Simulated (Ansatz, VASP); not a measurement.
**Two plane-wave programs on Pb**

```xyz
1
Lattice="0.0000 2.4584 2.4584 2.4584 0.0000 2.4584 2.4584 2.4584 0.0000" Properties=species:S:1:pos:R:3 pbc="T T T"
Pb    0.0000    0.0000    0.0000
```

Alike in both runs: task single point; functional PBEsol; k mesh 9 × 9 × 9; occupations fermi-dirac, width 0.05 eV; non-collinear spin, spin-orbit coupling.

```csv
,VASP,Ansatz
version,VASP 6.6.1,Ansatz 0.2.0
potentials or method,"VASP PAW PBE potentials, release 64 (Pb_d)",Ansatz PAW
plane-wave cutoff (eV),520,420
valence electrons in the cell,14,14
```

```csv
,VASP,Ansatz,Ansatz less VASP
pressure (GPa),0.3,0.3,-0.03
```

VASP's potentials were made for PBE, not for PBEsol.
